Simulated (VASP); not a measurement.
# RbAl (Pm-3m) in VASP: single point with PBE

Aim: the single point of RbAl with PBE.

All numbers are computed with VASP 6.6.1; they aren't measurements. Logs are shortened: lines on timing, memory, paths and dates and some standing lists are left out, and cuts for length are marked.

## Step 1: The cell of the first run

It takes space group Pm-3m (No. 221, cubic). The conventional cell has a = 3.840 Å, b = 3.840 Å, c = 3.840 Å, α = 90.00°, β = 90.00°, γ = 90.00°. Within 4.4 Å of Rb (site symmetry m-3m) lie 8 Al at 3.33 Å and 6 Rb at 3.84 Å. Within 4.4 Å of Al (site symmetry m-3m) lie 8 Rb at 3.33 Å and 6 Al at 3.84 Å.

## Step 2: Single point, PBE

File INCAR:

```
PREC = Accurate
ENCUT = 500
EDIFF = 1E-6
ISMEAR = 0
SIGMA = 0.0479
LREAL = F
LASPH = T
NELM = 120
ALGO = Normal
ISIF = 2
LWAVE = F
LCHARG = F
GGA = PE
NBANDS = 13
GGA_COMPAT = F
```

File KPOINTS:

```
regular mesh
0
Gamma
  9 9 9
```

File POSCAR:

```
RbAl
1.0
    3.8395650000      0.0000000000      0.0000000000
    0.0000000000      3.8395650000      0.0000000000
    0.0000000000      0.0000000000      3.8395650000
Rb Al
1 1
Direct
    0.5000000000      0.5000000000      0.5000000000
    0.0000000000      0.0000000000      0.0000000000
```

Potentials or basis: VASP PAW PBE potentials, release 64 (Rb_sv, Al).

Command:

```sh
$ cat potpaw_PBE.64/Rb_sv/POTCAR potpaw_PBE.64/Al/POTCAR > POTCAR
$ mpirun -np 1 vasp_std > vasp.out
```

OUTCAR:

```text
PREC = Accurate
   ENCUT = 500
   EDIFF = 1E-6
   ISMEAR = 0
   LREAL = F
   LASPH = T
   NELM = 120
   ISIF = 2
   GGA = PE

 ion  position               nearest neighbor table
   1  0.500  0.500  0.500-   2 3.33   2 3.33   2 3.33   2 3.33   2 3.33   2 3.33   2 3.33   2 3.33

   2  0.000  0.000  0.000-   1 3.33   1 3.33   1 3.33   1 3.33   1 3.33   1 3.33   1 3.33   1 3.33

  LATTYP: Found a simple cubic cell.
 ALAT       =     3.8395650000

  Lattice vectors:

 A1 = (   3.8395650000,   0.0000000000,   0.0000000000)
 A2 = (   0.0000000000,   3.8395650000,   0.0000000000)
 A3 = (   0.0000000000,   0.0000000000,   3.8395650000)

Analysis of symmetry for initial positions (statically):
=====================================================================
 Subroutine PRICEL returns:
 Original cell was already a primitive cell.

 Routine SETGRP: Setting up the symmetry group for a
 simple cubic supercell.

 Subroutine GETGRP returns: Found 48 space group operations
 (whereof 48 operations were pure point group operations)
 out of a pool of 48 trial point group operations.

The static configuration has the point symmetry O_h .

Analysis of symmetry for dynamics (positions and initial velocities):
=====================================================================
 Subroutine PRICEL returns:
 Original cell was already a primitive cell.

 Routine SETGRP: Setting up the symmetry group for a
 simple cubic supercell.

 Subroutine GETGRP returns: Found 48 space group operations
 (whereof 48 operations were pure point group operations)
 out of a pool of 48 trial point group operations.

The dynamic configuration has the point symmetry O_h .

 Subroutine INISYM returns: Found 48 space group operations
 (whereof 48 operations are pure point group operations),
 and found     1 'primitive' translations

----------------------------------------------------------------------------------------

                                     Primitive cell

  volume of cell :      56.6039

  direct lattice vectors                    reciprocal lattice vectors
     3.839565000  0.000000000  0.000000000     0.260446170  0.000000000  0.000000000
     0.000000000  3.839565000  0.000000000     0.000000000  0.260446170  0.000000000
     0.000000000  0.000000000  3.839565000     0.000000000  0.000000000  0.260446170

  length of vectors
     3.839565000  3.839565000  3.839565000     0.260446170  0.260446170  0.260446170

[... 89 lines left out ...]
   TEBEG  =    0.0;   TEEND  =   0.0 temperature during run
   PSTRESS=    0.0 pullay stress
   NELECT =      12.0000    total number of electrons
   NUPDOWN=      -1.0000    fix difference up-down
   EMIN   =  10.00;   EMAX   =-10.00  energy-range for DOS
   EFERMI =   0.00;   METHOD = LEGACY
   ISMEAR =     0;   SIGMA  =   0.05  broadening in eV -4-tet -1-fermi 0-gaus
   EFERMI_NEDOS =   21; number of points for ismear=-14 and -15
   IALGO  =     38    algorithm
   IMIX   =      4    mixing-type and parameters
     AMIX     =   0.40;   BMIX     =  1.00
     AMIX_MAG =   1.60;   BMIX_MAG =  1.00
  volume/ion in A,a.u.               =      28.30       190.99
  Fermi-wavevector in a.u.,A,eV,Ry     =   0.976157  1.844670 12.964766  0.952883
  Thomas-Fermi vector in A             =   2.106754
   LORBIT       =      0    0 simple, 1 ext, 2 COOP (PROOUT), +10 PAW based schemes
   GGA     = PE    functional components
   LHFCALC =     F    Hartree Fock is set to
   AEXX    =    0.0000 exact exchange contribution
   IVDW    =     0    specifies the selected vdW correction
   LEPSILON=     F    determine dielectric tensor
   LRPA    =     F    only Hartree local field effects (RPA)
 non-spin polarized calculation
 Gauss-broadening in eV      SIGMA  =   0.05
  energy-cutoff  :      500.00
  volume of cell :       56.60
 maximum number of plane-waves:      1463
   NGX = 15   NGY = 15   NGZ = 15

 number of electron      11.9999999 magnetization

 Free energy of the ion-electron system (eV)
  ---------------------------------------------------
  ext. energy  EPLUGINS =         0.00000000
  ---------------------------------------------------
  free energy    TOTEN  =        -2.95513796 eV

  energy without entropy =       -2.95402267  energy(sigma->0) =       -2.95458031

 E-fermi :   3.2009     XC(G=0):  -8.7824

 val. band max:        3.1772979567   @ k =   0.4444   0.4444   0.1111
 cond. band min:       3.2750743149   @ k =   0.3333   0.3333   0.2222
 fundamental gap:      0.0977763582
 Fermi energy:         3.2008540367

 k-point     1 :       0.0000    0.0000    0.0000
  band No.  band energies     occupation
      1     -24.0240      2.00000
      2      -7.9802      2.00000
      3      -7.9802      2.00000
      4      -7.9802      2.00000
      5      -2.8568      2.00000
      6       5.3006      0.00000
      7       5.3006      0.00000
      8       6.7100      0.00000
      9       6.7100      0.00000
     10       6.7100      0.00000
     11      10.9949      0.00000
     12      10.9949      0.00000
     13      10.9949      0.00000
[... 354 lines left out ...]
  band No.  band energies     occupation
      1     -23.9310      2.00000
      2      -8.6288      2.00000
      3      -8.4299      2.00000
      4      -7.9208      2.00000
      5      -0.7219      2.00000
      6       2.7295      2.00000
      7       3.5832      0.00000
      8       6.1711      0.00000
      9       6.7254      0.00000
     10       8.5937      0.00000
     11       9.2076      0.00000
     12      11.1720      0.00000
     13      12.1152      0.00000

 [... further k-points ...]

------------------------ aborting loop because EDIFF is reached ----------------------------------------

  FORCE on cell =-STRESS in cart. coord.  units (eV):
  Direction    XX          YY          ZZ          XY          YZ          ZX
  --------------------------------------------------------------------------------------
  -------------------------------------------------------------------------------------
  Total        2.6635030      2.6635030      2.6635030     -0.0000000      0.0000000      0.0000000
  in kB       75.3906865     75.3906865     75.3906865     -0.0000000      0.0000000      0.0000000
  external PRESSURE =      75.3906865 kB  Pullay stress =       0.0000000 kB

 VOLUME and BASIS-vectors are now :
 -----------------------------------------------------------------------------
  energy-cutoff  :      500.00
  volume of cell :       56.60
      direct lattice vectors                 reciprocal lattice vectors
     3.839565000  0.000000000  0.000000000     0.260446170  0.000000000  0.000000000
     0.000000000  3.839565000  0.000000000     0.000000000  0.260446170  0.000000000
     0.000000000  0.000000000  3.839565000     0.000000000  0.000000000  0.260446170

 POSITION                                       TOTAL-FORCE (eV/Angst)
 -----------------------------------------------------------------------------------
      1.91978      1.91978      1.91978         0.000000      0.000000      0.000000
      0.00000      0.00000      0.00000         0.000000      0.000000      0.000000
 -----------------------------------------------------------------------------------
    total drift:                                0.000000      0.000000      0.000000

  FREE ENERGIE OF THE ION-ELECTRON SYSTEM (eV)
  ---------------------------------------------------
  free  energy   TOTEN  =        -2.9551379609 eV

  energy  without entropy=       -2.9540226651  energy(sigma->0) =       -2.95458031
```

OSZICAR:

```text
N       E                     dE             d eps       ncg     rms          rms(c)
DAV:   1     0.420624962596E+02    0.42062E+02   -0.47513E+03   910   0.717E+02
DAV:   2    -0.489144127274E-01   -0.42111E+02   -0.40224E+02  1166   0.142E+02
DAV:   3    -0.284059328720E+01   -0.27917E+01   -0.27824E+01  1297   0.329E+01
DAV:   4    -0.299249680991E+01   -0.15190E+00   -0.15185E+00  1283   0.521E+00
DAV:   5    -0.299487806238E+01   -0.23813E-02   -0.23812E-02  1301   0.637E-01    0.575E+00
DAV:   6    -0.296182299325E+01    0.33055E-01   -0.44106E-02  1136   0.114E+00    0.368E+00
DAV:   7    -0.295588867503E+01    0.59343E-02   -0.67360E-02  1234   0.138E+00    0.339E-01
DAV:   8    -0.295510040847E+01    0.78827E-03   -0.90789E-03  1130   0.593E-01    0.979E-02
DAV:   9    -0.295513267513E+01   -0.32267E-04   -0.31628E-04  1259   0.106E-01    0.470E-02
DAV:  10    -0.295513773719E+01   -0.50621E-05   -0.27477E-05  1190   0.336E-02    0.106E-02
DAV:  11    -0.295513796089E+01   -0.22370E-06   -0.38659E-06  1168   0.120E-02
   1 F= -.29551380E+01 E0= -.29545803E+01  d E =-.111530E-02
```

Wall time 21 s (1 thread of Intel Xeon 8259CL, shared host); peak memory 0.16 GiB.

Results:

| Property | Result |
| --- | --- |
| Free energy | -2.9551 eV |
| Pressure | 7.5 GPa |
| Band gap on the k mesh | zero (bands 6 and 7 overlap by 3.04 eV) |

Caveat: the cell stands under pressure.

The gap in the log of VASP goes by the Fermi energy; the results here count the filled bands.